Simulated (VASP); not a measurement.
# ZnBi3 (Pm-3m) in VASP: notebook

Runs on ZnBi3. Level: PBE. Tasks: single point.

All numbers are computed with VASP 6.6.1; they aren't measurements. Logs are shortened: lines on timing, memory, paths and dates and some standing lists are left out, and cuts for length are marked.

## 1. The cell of the first run

Symmetry: Pm-3m, No. 221, cubic system. Conventional cell: a = 4.507 Å, b = 4.507 Å, c = 4.507 Å, α = 90.00°, β = 90.00°, γ = 90.00°. Within 4.2 Å of Bi (site symmetry 4/mmm) lie 8 Bi at 3.19 Å and 4 Zn at 3.19 Å. Within 4.2 Å of Zn (site symmetry m-3m) lie 12 Bi at 3.19 Å.

## 2. Single point, PBE

INCAR

```
SYSTEM = ZnBi3
PREC = Accurate ; ENCUT = 520
EDIFF = 1E-7 ; ISMEAR = -1
SIGMA = 0.05 ; LREAL = .FALSE.
LASPH = .TRUE. ; NELM = 100
ALGO = Normal ; ISIF = 2
LWAVE = .FALSE. ; LCHARG = .FALSE.
GGA = PE ; NBANDS = 36
```

KPOINTS

```
Automatic mesh
0
G
  6 6 6
  0 0 0
```

POSCAR

```
ZnBi3
1.0
    4.5067496156      0.0000000000      0.0000000000
    0.0000000000      4.5067496156      0.0000000000
    0.0000000000      0.0000000000      4.5067496156
Bi Zn
3 1
Direct
    0.5000000000      0.5000000000      0.0000000000
    0.5000000000      0.0000000000      0.5000000000
    0.0000000000      0.5000000000      0.5000000000
    0.0000000000      0.0000000000      0.0000000000
```

Potentials or basis: VASP PAW PBE potentials, release 64 (Bi_d, Zn).

Command:

```
$ cat potpaw_PBE.64/Bi_d/POTCAR potpaw_PBE.64/Zn/POTCAR > POTCAR
$ mpirun -np 1 vasp_std > vasp.out
```

OUTCAR:

```text
SYSTEM = ZnBi3
   PREC = Accurate
   ENCUT = 520
   EDIFF = 1E-7
   ISMEAR = -1
   LREAL = .FALSE.
   LASPH = .TRUE.
   NELM = 100
   ISIF = 2
   GGA = PE

 ion  position               nearest neighbor table
   1  0.500  0.500  0.000-   2 3.19   3 3.19   4 3.19   2 3.19   3 3.19   2 3.19   4 3.19   2 3.19
                             3 3.19   4 3.19   3 3.19   4 3.19
   2  0.500  0.000  0.500-   1 3.19   3 3.19   4 3.19   1 3.19   4 3.19   1 3.19   3 3.19   1 3.19
                             3 3.19   4 3.19   4 3.19   3 3.19
   3  0.000  0.500  0.500-   1 3.19   2 3.19   4 3.19   1 3.19   4 3.19   2 3.19   4 3.19   4 3.19
                             1 3.19   2 3.19   1 3.19   2 3.19
   4  0.000  0.000  0.000-   1 3.19   2 3.19   3 3.19   2 3.19   3 3.19   1 3.19   3 3.19   3 3.19
                             1 3.19   2 3.19   2 3.19   1 3.19

  LATTYP: Found a simple cubic cell.
 ALAT       =     4.5067496156

  Lattice vectors:

 A1 = (   4.5067496156,   0.0000000000,   0.0000000000)
 A2 = (   0.0000000000,   4.5067496156,   0.0000000000)
 A3 = (   0.0000000000,   0.0000000000,   4.5067496156)

Analysis of symmetry for initial positions (statically):
=====================================================================
 Subroutine PRICEL returns:
 Original cell was already a primitive cell.

 Routine SETGRP: Setting up the symmetry group for a
 simple cubic supercell.

 Subroutine GETGRP returns: Found 48 space group operations
 (whereof 48 operations were pure point group operations)
 out of a pool of 48 trial point group operations.

The static configuration has the point symmetry O_h .

Analysis of symmetry for dynamics (positions and initial velocities):
=====================================================================
 Subroutine PRICEL returns:
 Original cell was already a primitive cell.

 Routine SETGRP: Setting up the symmetry group for a
 simple cubic supercell.

 Subroutine GETGRP returns: Found 48 space group operations
 (whereof 48 operations were pure point group operations)
 out of a pool of 48 trial point group operations.

The dynamic configuration has the point symmetry O_h .

 Subroutine INISYM returns: Found 48 space group operations
 (whereof 48 operations are pure point group operations),
 and found     1 'primitive' translations

----------------------------------------------------------------------------------------
[... 90 lines left out ...]
   ENCUT  =  520.0 eV  38.22 Ry    6.18 a.u.   8.38  8.38  8.38*2*pi/ulx,y,z
   NELM   =    100;   NELMIN=  2; NELMDL= -5     # of ELM steps
   EDIFF  = 0.1E-06   stopping-criterion for ELM
   LREAL  =      F    real-space projection
   EDIFFG = 0.1E-05   stopping-criterion for IOM
   NSW    =      0    number of steps for IOM
   IBRION =     -1    ionic relax: 0-MD 1-quasi-New 2-CG
   NFREE  =      0    steps in history (QN), initial steepest desc. (CG)
   ISIF   =      2    stress and relaxation
   ISYM   =      2    0-nonsym 1-usesym 2-fastsym
   POTIM  = 0.5000    time-step for ionic-motion
   TEBEG  =    0.0;   TEEND  =   0.0 temperature during run
   PSTRESS=    0.0 pullay stress
   NELECT =      57.0000    total number of electrons
   NUPDOWN=      -1.0000    fix difference up-down
   EMIN   =  10.00;   EMAX   =-10.00  energy-range for DOS
   EFERMI =   0.00;   METHOD = LEGACY
   ISMEAR =    -1;   SIGMA  =   0.05  broadening in eV -4-tet -1-fermi 0-gaus
   EFERMI_NEDOS =   21; number of points for ismear=-14 and -15
   IALGO  =     38    algorithm
   IMIX   =      4    mixing-type and parameters
     AMIX     =   0.40;   BMIX     =  1.00
     AMIX_MAG =   1.60;   BMIX_MAG =  1.00
  volume/ion in A,a.u.               =      22.88       154.43
  Fermi-wavevector in a.u.,A,eV,Ry     =   1.397987  2.641812 26.590772  1.954367
  Thomas-Fermi vector in A             =   2.521189
   LORBIT       =      0    0 simple, 1 ext, 2 COOP (PROOUT), +10 PAW based schemes
   GGA     = PE    functional components
   LHFCALC =     F    Hartree Fock is set to
   AEXX    =    0.0000 exact exchange contribution
   IVDW    =     0    specifies the selected vdW correction
   LEPSILON=     F    determine dielectric tensor
   LRPA    =     F    only Hartree local field effects (RPA)
 non-spin polarized calculation
  energy-cutoff  :      520.00
  volume of cell :       91.54
 maximum number of plane-waves:      2517
 NGX is ok and might be reduce to    36
   NGX = 17   NGY = 17   NGZ = 17

 number of electron      57.0000044 magnetization

 Free energy of the ion-electron system (eV)
  ---------------------------------------------------
  ext. energy  EPLUGINS =         0.00000000
  ---------------------------------------------------
  free energy    TOTEN  =       -10.84917486 eV

  energy without entropy =      -10.83379140  energy(sigma->0) =      -10.84148313

 E-fermi :   9.3355     XC(G=0): -11.3235

 val. band max:        9.3038433274   @ k =   0.5000   0.3333   0.1667
 cond. band min:       9.6140970981   @ k =   0.5000   0.1667   0.0000
 fundamental gap:      0.3102537707
 Fermi energy:         9.3355067571

 k-point     1 :       0.0000    0.0000    0.0000
  band No.  band energies     occupation
      1     -13.9884      2.00000
      2     -13.9884      2.00000
      3     -13.9884      2.00000
      4     -13.9489      2.00000
      5     -13.7915      2.00000
      6     -13.7915      2.00000
[... 769 lines left out ...]
     35      17.2779      0.00000
     36      17.2779      0.00000

------------------------ aborting loop because EDIFF is reached ----------------------------------------

  FORCE on cell =-STRESS in cart. coord.  units (eV):
  Direction    XX          YY          ZZ          XY          YZ          ZX
  --------------------------------------------------------------------------------------
  -------------------------------------------------------------------------------------
  Total       11.4086251     11.4086251     11.4086251      0.0000000     -0.0000000     -0.0000000
  in kB      199.6887513    199.6887513    199.6887513      0.0000000     -0.0000000     -0.0000000
  external PRESSURE =     199.6887513 kB  Pullay stress =       0.0000000 kB

 VOLUME and BASIS-vectors are now :
 -----------------------------------------------------------------------------
  energy-cutoff  :      520.00
  volume of cell :       91.54
      direct lattice vectors                 reciprocal lattice vectors
     4.506749616  0.000000000  0.000000000     0.221889407  0.000000000  0.000000000
     0.000000000  4.506749616  0.000000000     0.000000000  0.221889407  0.000000000
     0.000000000  0.000000000  4.506749616     0.000000000  0.000000000  0.221889407

 POSITION                                       TOTAL-FORCE (eV/Angst)
 -----------------------------------------------------------------------------------
      2.25337      2.25337      0.00000         0.000000      0.000000      0.000000
      2.25337      0.00000      2.25337         0.000000      0.000000      0.000000
      0.00000      2.25337      2.25337         0.000000      0.000000      0.000000
      0.00000      0.00000      0.00000         0.000000      0.000000      0.000000
 -----------------------------------------------------------------------------------
    total drift:                                0.000000      0.000000      0.000000

  FREE ENERGIE OF THE ION-ELECTRON SYSTEM (eV)
  ---------------------------------------------------
  free  energy   TOTEN  =       -10.8491748633 eV

  energy  without entropy=      -10.8337913999  energy(sigma->0) =      -10.84148313
```

stdout:

```text
POSCAR found type information on POSCAR BiZn
 POSCAR found :  2 types and       4 ions
 scaLAPACK will be used
 LDA part: xc-table for (Slater+PW92), standard interpolation
 POSCAR, INCAR and KPOINTS ok, starting setup
 FFT: planning ... GRIDC
 FFT: planning ... GRID_SOFT
 FFT: planning ... GRID
 WAVECAR not read
 entering main loop
```

Wall time 76 s (1 thread of AMD EPYC 7R43 (Zen 3), shared host); peak memory 0.19 GiB.

Results:

* Free energy: -10.8492 eV
* Pressure: 20.0 GPa

Caveat: spin-orbit coupling is left out, which moves the levels of the heavy elements.

## 3. Single point, PBE

This run uses another cell than the first one, of 25.04 Å³/atom, 1.094 times its volume.

INCAR

```
SYSTEM = ZnBi3
PREC     = Accurate       ! precision mode
ENCUT    = 520            ! plane-wave cutoff, eV
EDIFF    = 1E-7           ! SCF threshold, eV
ISMEAR   = -1             ! smearing method
SIGMA    = 0.05           ! smearing width, eV
LREAL    = .FALSE.        ! projectors in reciprocal space
LASPH    = .TRUE.         ! aspherical terms in the spheres
NELM     = 80             ! most SCF steps
ALGO     = Normal         ! electronic algorithm
ISIF     = 2              ! what is computed and relaxed
LWAVE    = .FALSE.        ! write WAVECAR
LCHARG   = .FALSE.        ! write CHGCAR
GGA      = PE             ! functional
NBANDS   = 36             ! bands
```

KPOINTS is that of step 2.

POSCAR

```
ZnBi3
1.0
    4.6437797083      0.0000000000      0.0000000000
    0.0000000000      4.6437797083      0.0000000000
    0.0000000000      0.0000000000      4.6437797083
Bi Zn
3 1
Direct
    0.5000000000      0.5000000000      0.0000000000
    0.5000000000      0.0000000000      0.5000000000
    0.0000000000      0.5000000000      0.5000000000
    0.0000000000      0.0000000000      0.0000000000
```

Potentials or basis: VASP PAW PBE potentials, release 64 (Bi_d, Zn).

Command:

```
$ cat potpaw_PBE.64/Bi_d/POTCAR potpaw_PBE.64/Zn/POTCAR > POTCAR
$ mpirun -np 1 vasp_std > vasp.out
```

Run time: 87 s. Hardware: 1 thread of AMD EPYC 7R43 (Zen 3), shared host; peak memory 0.19 GiB.

It converged, with:

| Item | Value |
| --- | --- |
| Free energy | -11.6371 eV |
| Pressure | 10.0 GPa |

Levels at points of the mesh, in eV from the Fermi level:
```
           k point  band 26  band 27  band 28  band 29  band 30  band 31
(0.00, 0.00, 0.00)    -4.42    -2.28     1.21     1.21     1.21     2.55
(0.50, 0.00, 0.00)    -2.84    -1.55    -1.55    -0.58    -0.49     3.20
(0.50, 0.50, 0.00)    -1.25    -1.25    -1.00    -0.56    -0.56     0.68
(0.50, 0.50, 0.50)    -5.04    -5.04    -3.22     4.78     4.78     5.32
```

Caveat: spin-orbit coupling is left out, which moves the levels of the heavy elements.

## 4. Single point, PBE

This run uses another cell than the first one, of 26.62 Å³/atom, 1.163 times its volume.

INCAR

```
PREC     = Accurate       # precision mode
ENCUT    = 520            # plane-wave cutoff, eV
EDIFF    = 1E-7           # SCF threshold, eV
ISMEAR   = -1             # smearing method
SIGMA    = 0.05           # smearing width, eV
LREAL    = F              # projectors in reciprocal space
LASPH    = T              # aspherical terms in the spheres
NELM     = 60             # most SCF steps
ALGO     = Fast           # electronic algorithm
ISIF     = 2              # what is computed and relaxed
LWAVE    = F              # write WAVECAR
LCHARG   = F              # write CHGCAR
GGA      = PE             # functional
NBANDS   = 36             # bands
```

KPOINTS

```
Automatic mesh
0
Gamma
  6 6 6
```

POSCAR

```
ZnBi3
1.0
    4.7397270212      0.0000000000      0.0000000000
    0.0000000000      4.7397270212      0.0000000000
    0.0000000000      0.0000000000      4.7397270212
Bi Zn
3 1
Direct
    0.5000000000      0.5000000000      0.0000000000
    0.5000000000      0.0000000000      0.5000000000
    0.0000000000      0.5000000000      0.5000000000
    0.0000000000      0.0000000000      0.0000000000
```

Command:

```
$ cat potpaw_PBE.64/Bi_d/POTCAR potpaw_PBE.64/Zn/POTCAR > POTCAR
$ mpirun -np 1 vasp_std > vasp.out
```

Wall time 1.8 min (1 thread of AMD EPYC 7R43 (Zen 3), shared host); peak memory 0.2 GiB.

The run converged. Its results:

```
Free energy : -11.9288 eV
Pressure    : 4.9 GPa
```

Levels at points of the mesh, in eV from the Fermi level:
```csv
k point,band 24,band 25,band 26,band 27,band 28,band 29,band 30,band 31,band 32,band 33
"(0.00, 0.00, 0.00)",-4.11,-4.11,-4.11,-2.23,1.16,1.16,1.16,2.51,2.51,2.51
"(0.50, 0.00, 0.00)",-3.53,-2.64,-2.64,-1.40,-1.40,-0.49,-0.43,3.01,3.02,3.02
"(0.50, 0.50, 0.00)",-5.67,-2.66,-1.22,-1.22,-0.91,-0.51,-0.51,0.61,2.32,4.32
"(0.50, 0.50, 0.50)",-5.89,-4.68,-4.68,-4.68,-3.07,4.47,4.47,4.93,4.93,4.93
```

Caveat: spin-orbit coupling is left out, which moves the levels of the heavy elements.

[end of part 1 of 2]
